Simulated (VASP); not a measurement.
A run of VASP 6.6.1:

File INCAR:

```
PREC     = Accurate       # precision mode
ENCUT    = 520            # plane-wave cutoff, eV
EDIFF    = 1E-6           # SCF threshold, eV
ISMEAR   = -1             # smearing method
SIGMA    = 0.1            # smearing width, eV
LREAL    = Auto         
LASPH    = T              # aspherical terms in the spheres
NELM     = 80             # most SCF steps
ALGO     = Normal         # electronic algorithm
ISIF     = 2              # what is computed and relaxed
LWAVE    = F              # write WAVECAR
LCHARG   = F              # write CHGCAR
GGA      = PE             # functional
NBANDS   = 126            # bands
```

Contents of KPOINTS:

```
regular mesh
0
Gamma
  3 3 1
```

Contents of POSCAR:

```
WC
1.0
    5.8034000000      0.0000000000      0.0000000000
   -2.9017000000      5.0258920000      0.0000000000
    0.0000000000      0.0000000000     19.0850000000
W C
12 12
Direct
    0.0000000000      0.0000000000      0.0523971706
    0.0013103667     -0.0104061130      0.1990620906
   -0.0144396846     -0.0086153861      0.3483101912
    0.0000040393      0.4999908474      0.0523971706
   -0.0089406652      0.4972649631      0.2010793817
   -0.0010973339      0.5002694049      0.3547026461
    0.5000000000      0.0000000000      0.0523971706
    0.5037185625     -0.0073817742      0.1986848310
    0.4896374845      0.0020891814      0.3522923762
    0.4999868081      0.4999908474      0.0523971706
    0.4782454872      0.4907984493      0.2034477338
    0.5000217046      0.5029554953      0.3531936075
    0.3333198761      0.1666569835      0.1266439612
    0.3074594494      0.1462625938      0.2749174745
    0.3149238599      0.1622597541      0.4093843332
    0.3333338639      0.6666677278      0.1266439612
    0.3302434707      0.6683788669      0.2772439088
    0.3170017119      0.6696721696      0.4081268012
    0.8333371074      0.1666569835      0.1266439612
    0.8301660157      0.1598323243      0.2695258056
    0.8297071483      0.1591558275      0.4063295782
    0.8333338639      0.6666677278      0.1266439612
    0.8144929718      0.6600022444      0.2732512444
    0.8250851976      0.6787053920      0.4105842285
```

Potentials or basis: VASP PAW PBE potentials, release 64 (W_sv, C).

Command:

```console
$ cat potpaw_PBE.64/W_sv/POTCAR potpaw_PBE.64/C/POTCAR > POTCAR
$ mpirun -np 1 vasp_std > vasp.out
```

Hardware: 1 thread of Intel Xeon 8259CL (shared host).

Question: How long does it take, and how much memory?

Answer: Run time: 47 min on 1 thread of Intel Xeon 8259CL, with other jobs on the host, peak memory 0.79 GiB. Counts: scf iterations 32, k points 5.
